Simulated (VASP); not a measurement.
# Sc in VASP: further runs

Runs on Sc. Level: PBEsol. Tasks: single point.

All numbers are computed with VASP 6.6.1; they aren't measurements. Logs are shortened: lines on timing, memory, paths and dates and some standing lists are left out, and cuts for length are marked.

### Step 1. The cell of the first run

The typed cell holds 1 atom: a = 3.156 Å, b = 3.156 Å, c = 3.227 Å, α = 90.00°, β = 60.69°, γ = 120.00°.

### Step 2. Single point, PBEsol

Contents of INCAR:

```
PREC     = Accurate       # precision mode
ENCUT    = 520            # plane-wave cutoff, eV
EDIFF    = 1E-6           # SCF threshold, eV
ISMEAR   = 0              # smearing method
SIGMA    = 0.1            # smearing width, eV
LREAL    = False          # projectors in reciprocal space
LASPH    = True           # aspherical terms in the spheres
NELM     = 100            # most SCF steps
ALGO     = Fast           # electronic algorithm
ISIF     = 2              # what is computed and relaxed
LWAVE    = False          # write WAVECAR
LCHARG   = False          # write CHGCAR
GGA      = PS             # functional
ISYM     = 0            
NBANDS   = 12             # bands
```

Contents of KPOINTS:

```
Automatic mesh
0
Gamma
  12 12 13
```

Contents of POSCAR:

```
Sc
1.0
    3.1559004171     -0.0000001152      0.0011221679
   -1.5779503083      2.7330901058      0.0000000000
    1.5789070003      0.9115823817      2.6625093648
Sc
1
Direct
    0.0000000000      0.0000000000      0.0000000000
```

Potentials or basis: VASP PAW PBE potentials, release 64 (Sc_sv).

The run is started by

```console
cat potpaw_PBE.64/Sc_sv/POTCAR > POTCAR
mpirun -np 1 vasp_std > vasp.out
```

OUTCAR:

```text
PREC = Accurate
   ENCUT = 520
   EDIFF = 1E-6
   ISMEAR = 0
   LREAL = False
   LASPH = True
   NELM = 100
   ISIF = 2
   GGA = PS
   ISYM = 0

 ion  position               nearest neighbor table
   1  0.000  0.000  0.000-

IMPORTANT INFORMATION: All symmetrisations will be switched off!
NOSYMM: (Re-)initialisation of all symmetry stuff for point group C_1.

----------------------------------------------------------------------------------------

                                     Primitive cell

  volume of cell :      22.9586

  direct lattice vectors                    reciprocal lattice vectors
     3.155900417 -0.000000115  0.001122168     0.316955898  0.182994573 -0.250612645
    -1.577950308  2.733090106  0.000000000     0.000044569  0.365911949 -0.125306323
     1.578907000  0.911582382  2.662509365    -0.000133587 -0.000077127  0.375691159

  length of vectors
     3.155900617  3.155900617  3.226900350     0.443570460  0.386772842  0.375691191

  position of ions in fractional coordinates (direct lattice)
     0.000000000  0.000000000  0.000000000

  ion indices of the primitive-cell ions
   primitive index   ion index
                 1           1

----------------------------------------------------------------------------------------

 KPOINTS: Automatic mesh

Automatic generation of k-mesh.
 Grid dimensions read from file:
 generate k-points for:   12   12   13

 Generating k-lattice:

  Cartesian coordinates                     Fractional coordinates (reciprocal lattice)
     0.026412991  0.015249548 -0.020884387     0.083333333  0.000000000  0.000000000
     0.000003714  0.030492662 -0.010442194     0.000000000  0.083333333  0.000000000
    -0.000010276 -0.000005933  0.028899320     0.000000000  0.000000000  0.076923077

  Length of vectors
     0.036964205  0.032231070  0.028899322

  Shift w.r.t. Gamma in fractional coordinates (k-lattice)
     0.000000000  0.000000000  0.000000000

 Subroutine IBZKPT returns following result:
 ===========================================

 Found    938 irreducible k-points:

 Following reciprocal coordinates:
            Coordinates               Weight
  0.000000  0.000000  0.000000      1.000000
  0.083333 -0.000000  0.000000      2.000000
  0.166667 -0.000000  0.000000      2.000000
  0.250000 -0.000000  0.000000      2.000000
  0.333333 -0.000000  0.000000      2.000000
  0.416667 -0.000000  0.000000      2.000000
[... 16 lines left out ...]
 -0.250000  0.166667 -0.000000      2.000000
  0.166667  0.166667  0.000000      2.000000
 [... further k-points ...]
   k-points           NKPTS =    938   k-points in BZ     NKDIM =    938   number of bands    NBANDS=     12
   number of dos      NEDOS =    301   number of ions     NIONS =      1
   total plane-waves  NPLWV =  13824
   dimension x,y,z NGX =    24 NGY =   24 NGZ =   24
   dimension x,y,z NGXF=    48 NGYF=   48 NGZF=   48
   ions per type =               1
   NGX,Y,Z   is equivalent  to a cutoff of  12.64, 12.64, 12.36 a.u.
   NGXF,Y,Z  is equivalent  to a cutoff of  25.29, 25.29, 24.73 a.u.
 SYSTEM =  unknown system
   PREC   = accura    normal or accurate (medium, high low for compatibility)
   ISTART =      0    job   : 0-new  1-cont  2-samecut
   ICHARG =      2    charge: 1-file 2-atom 10-const
   ISPIN  =      1    spin polarized calculation?
   LNONCOLLINEAR =      F non collinear calculations
   LSORBIT =      F    spin-orbit coupling
   LASPH  =      T    aspherical Exc in radial PAW
   ENCUT  =  520.0 eV  38.22 Ry    6.18 a.u.   5.87  5.87  6.00*2*pi/ulx,y,z
   NELM   =    100;   NELMIN=  2; NELMDL= -5     # of ELM steps
   EDIFF  = 0.1E-05   stopping-criterion for ELM
   LREAL  =      F    real-space projection
   EDIFFG = 0.1E-04   stopping-criterion for IOM
   NSW    =      0    number of steps for IOM
   IBRION =     -1    ionic relax: 0-MD 1-quasi-New 2-CG
   NFREE  =      0    steps in history (QN), initial steepest desc. (CG)
   ISIF   =      2    stress and relaxation
   ISYM   =      0    0-nonsym 1-usesym 2-fastsym
   POTIM  = 0.5000    time-step for ionic-motion
   TEBEG  =    0.0;   TEEND  =   0.0 temperature during run
   PSTRESS=    0.0 pullay stress
   NELECT =      11.0000    total number of electrons
   NUPDOWN=      -1.0000    fix difference up-down
   EMIN   =  10.00;   EMAX   =-10.00  energy-range for DOS
   EFERMI =   0.00;   METHOD = LEGACY
   ISMEAR =     0;   SIGMA  =   0.10  broadening in eV -4-tet -1-fermi 0-gaus
   EFERMI_NEDOS =   21; number of points for ismear=-14 and -15
   IALGO  =     68    algorithm
   IMIX   =      4    mixing-type and parameters
     AMIX     =   0.40;   BMIX     =  1.00
     AMIX_MAG =   1.60;   BMIX_MAG =  1.00
  volume/ion in A,a.u.               =      22.96       154.93
  Fermi-wavevector in a.u.,A,eV,Ry     =   1.281023  2.420783 22.327436  1.641020
  Thomas-Fermi vector in A             =   2.413417
   LORBIT       =      0    0 simple, 1 ext, 2 COOP (PROOUT), +10 PAW based schemes
   GGA     = PS    functional components
   LHFCALC =     F    Hartree Fock is set to
   AEXX    =    0.0000 exact exchange contribution
   IVDW    =     0    specifies the selected vdW correction
   LEPSILON=     F    determine dielectric tensor
   LRPA    =     F    only Hartree local field effects (RPA)
 non-spin polarized calculation
 RMM-DIIS sequential band-by-band and
 Gauss-broadening in eV      SIGMA  =   0.10
  energy-cutoff  :      520.00
  volume of cell :       22.96
 maximum number of plane-waves:       631
   NGX = 11   NGY = 11   NGZ = 11

 number of electron      11.0000003 magnetization

 Free energy of the ion-electron system (eV)
  ---------------------------------------------------
  ext. energy  EPLUGINS =         0.00000000
  ---------------------------------------------------
  free energy    TOTEN  =        -6.55724760 eV

  energy without entropy =       -6.54858788  energy(sigma->0) =       -6.55291774

 E-fermi :   4.0597     XC(G=0): -10.2804

 val. band max:        4.0583238369   @ k =   0.1667   0.1667  -0.4615
 cond. band min:       4.0617145212   @ k =  -0.4167   0.1667   0.3846
 fundamental gap:      0.0033906843
 Fermi energy:         4.0596872916

 k-point     1 :       0.0000    0.0000    0.0000
  band No.  band energies     occupation
      1     -44.9752      2.00000
      2     -23.4444      2.00000
      3     -23.4247      2.00000
      4     -23.4237      2.00000
      5      -1.2681      2.00000
      6       5.5349      0.00000
      7       5.8210      0.00000
      8       5.8224      0.00000
      9       7.2604      0.00000
     10       7.2651      0.00000
     11      16.9438      0.00000
     12      20.1220      0.00000

 k-point     2 :       0.0833   -0.0000    0.0000
  band No.  band energies     occupation
      1     -44.9678      2.00000
      2     -23.4683      2.00000
      3     -23.4483      2.00000
      4     -23.4355      2.00000
      5      -1.0177      2.00000
      6       5.4637      0.00000
      7       5.7940      0.00000
      8       5.9345      0.00000
      9       7.0553      0.00000
     10       7.3200      0.00000
     11      17.2112      0.00000
     12      19.5065      0.00000

 k-point     3 :       0.1667   -0.0000    0.0000
  band No.  band energies     occupation
      1     -44.9477      2.00000
      2     -23.5589      2.00000
      3     -23.4851      2.00000
      4     -23.4678      2.00000
      5      -0.3070      2.00000
      6       4.9795      0.00000
      7       6.0876      0.00000
      8       6.2679      0.00000
      9       6.5075      0.00000
     10       7.4867      0.00000
     11      17.7961      0.00000
     12      18.4478      0.00000

 k-point     4 :       0.2500   -0.0000    0.0000
  band No.  band energies     occupation
      1     -44.9203      2.00000
      2     -23.6817      2.00000
      3     -23.5312      2.00000
      4     -23.5116      2.00000
      5       0.7235      2.00000
      6       4.3579      0.00002
      7       5.8378      0.00000
      8       6.6608      0.00000
      9       6.8070      0.00000
     10       7.7242      0.00000
     11      17.1267      0.00000
     12      17.4844      0.00000

 k-point     5 :       0.3333   -0.0000    0.0000
  band No.  band energies     occupation
      1     -44.8928      2.00000
      2     -23.7995      2.00000
      3     -23.5766      2.00000
      4     -23.5553      2.00000
      5       1.7475      2.00000
      6       3.8102      1.99958
      7       5.5052      0.00000
      8       7.3905      0.00000
      9       7.4972      0.00000
     10       7.9753      0.00000
     11      15.4125      0.00000
     12      15.9831      0.00000
[... 228 lines left out ...]
      1     -44.9537      2.00000
      2     -23.5615      2.00000
      3     -23.4578      2.00000
      4     -23.4441      2.00000
      5      -0.5298      2.00000
      6       5.2783      0.00000
      7       5.7777      0.00000
      8       6.0818      0.00000
      9       7.1137      0.00000
     10       7.1342      0.00000
     11      17.0949      0.00000
     12      17.8176      0.00000

 k-point    22 :       0.0833    0.1667    0.0000
  band No.  band energies     occupation
      1     -44.9362      2.00000
      2     -23.6511      2.00000
      3     -23.4849      2.00000
      4     -23.4646      2.00000
      5       0.1357      2.00000
      6       4.8800      0.00000
      7       5.8765      0.00000
      8       6.1364      0.00000
      9       6.9338      0.00000
     10       7.4700      0.00000
     11      16.0045      0.00000
     12      17.7207      0.00000

 k-point    23 :      -0.2500    0.1667   -0.0000
  band No.  band energies     occupation
      1     -44.9362      2.00000
      2     -23.6511      2.00000
      3     -23.4849      2.00000
      4     -23.4646      2.00000
      5       0.1357      2.00000
      6       4.8800      0.00000
      7       5.8765      0.00000
      8       6.1364      0.00000
      9       6.9338      0.00000
     10       7.4700      0.00000
     11      16.0045      0.00000
     12      17.7208      0.00000

 k-point    24 :       0.1667    0.1667    0.0000
  band No.  band energies     occupation
      1     -44.9124      2.00000
      2     -23.7440      2.00000
      3     -23.5242      2.00000
      4     -23.5161      2.00000
      5       1.1095      2.00000
      6       4.3837      0.00000
      7       5.5698      0.00000
      8       6.3141      0.00000
      9       7.2878      0.00000
     10       7.8905      0.00000
     11      14.9412      0.00000
     12      17.4926      0.00000

 [... further k-points ...]

------------------------ aborting loop because EDIFF is reached ----------------------------------------

  FORCE on cell =-STRESS in cart. coord.  units (eV):
  Direction    XX          YY          ZZ          XY          YZ          ZX
  --------------------------------------------------------------------------------------
  -------------------------------------------------------------------------------------
  Total        0.3256855      0.3251720     -0.0091064      0.0004363      0.0004513      0.0007703
  in kB       22.7280775     22.6922447     -0.6354942      0.0304495      0.0314921      0.0537553
  external PRESSURE =      14.9282760 kB  Pullay stress =       0.0000000 kB

 VOLUME and BASIS-vectors are now :
 -----------------------------------------------------------------------------
  energy-cutoff  :      520.00
  volume of cell :       22.96
      direct lattice vectors                 reciprocal lattice vectors
     3.155900417 -0.000000115  0.001122168     0.316955898  0.182994573 -0.250612645
    -1.577950308  2.733090106  0.000000000     0.000044569  0.365911949 -0.125306323
     1.578907000  0.911582382  2.662509365    -0.000133587 -0.000077127  0.375691159

 POSITION                                       TOTAL-FORCE (eV/Angst)
 -----------------------------------------------------------------------------------
      0.00000      0.00000      0.00000         0.000003     -0.000000     -0.000003
 -----------------------------------------------------------------------------------
    total drift:                                0.000003     -0.000000     -0.000003

  FREE ENERGIE OF THE ION-ELECTRON SYSTEM (eV)
  ---------------------------------------------------
  free  energy   TOTEN  =        -6.5572475950 eV

  energy  without entropy=       -6.5485878798  energy(sigma->0) =       -6.55291774
```

Wall time 7 min (1 thread of Oxide Virtual Turin-like, shared host); peak memory 0.31 GiB.

What came out:

```
Free energy            : -6.5572 eV
Pressure               : 1.5 GPa
Band gap on the k mesh : zero (an odd number of electrons rules out a gap without spin polarisation)
```

Stress tensor (GPa, compression positive):
```
 2.27  0.00  0.01
 0.00  2.27  0.00
 0.01  0.00 -0.06
```

Levels at points of the mesh, in eV from the Fermi level:
```
           k point  band 3  band 4  band 5  band 6  band 7  band 8
(0.00, 0.00, 0.00)  -27.48  -27.48   -5.33    1.48    1.76    1.76
(0.50, 0.00, 0.00)  -27.68  -27.66   -1.68   -0.74    2.19    4.16
(0.00, 0.50, 0.00)  -27.56  -27.56   -1.84    0.46    1.36    1.69
(0.50, 0.50, 0.00)  -27.56  -27.56   -1.84    0.46    1.36    1.69
```

Caveat: the PAW data sets were made with another functional, which shifts forces and pressure a little.

### Step 3. Single point, PBEsol

This run uses another cell than the first one, of 23.21 Å³/atom.

Changes to INCAR since step 2:

```diff
@@ -7,3 +7,3 @@
 LASPH    = True           # aspherical terms in the spheres
-NELM     = 100            # most SCF steps
+NELM     = 60             # most SCF steps
 ALGO     = Fast           # electronic algorithm
@@ -11,5 +11,7 @@
 LWAVE    = False          # write WAVECAR
-LCHARG   = False          # write CHGCAR
+LCHARG   = True           # write CHGCAR
 GGA      = PS             # functional
-ISYM     = 0            
+LELF     = True           # ELF
+LVHAR    = True         
 NBANDS   = 12             # bands
+ISYM     = 0
```

Contents of KPOINTS:

```
regular mesh
0
Gamma
  12 12 13
```

Contents of POSCAR:

```
Sc
1.0
    3.1559006166      0.0000000000      0.0000000000
   -1.5779503083      2.7330901058      0.0000000000
    1.5779503083      0.9110300353      2.6909028632
Sc
1
Direct
    0.0000000000      0.0000000000      0.0000000000
```

Potentials or basis: VASP PAW PBE potentials, release 64 (Sc_sv).

The run is started by

```console
cat potpaw_PBE.64/Sc_sv/POTCAR > POTCAR
mpirun -np 1 vasp_std > vasp.out
```

It took 5.5 min on 1 thread of Oxide Virtual Turin-like, shared host; peak memory 0.31 GiB.

It converged, with:

- Free energy: -6.5565 eV
- Pressure: 0.9 GPa
- Band gap on the k mesh: zero (an odd number of electrons rules out a gap without spin polarisation)

Stress tensor (GPa, compression positive):
```
 1.91  0.01  0.02
 0.01  1.90  0.01
 0.02  0.01 -1.14
```

Levels at points of the mesh, in eV from the Fermi level:
```tsv
k point	band 2	band 3	band 4	band 5	band 6	band 7	band 8	band 9	band 10	band 11
(0.00, 0.00, 0.00)	-27.54	-27.52	-27.52	-5.30	1.40	1.77	1.77	3.18	3.18	12.80
(0.50, 0.00, 0.00)	-27.99	-27.71	-27.68	-1.65	-0.72	2.15	4.10	4.39	4.42	9.19
(0.00, 0.50, 0.00)	-28.03	-27.60	-27.60	-1.82	0.47	1.30	1.73	4.03	4.26	7.40
(0.50, 0.50, 0.00)	-28.03	-27.60	-27.60	-1.82	0.47	1.30	1.73	4.03	4.26	7.40
```

Caveat: the PAW data sets were made with another functional, which shifts forces and pressure a little.
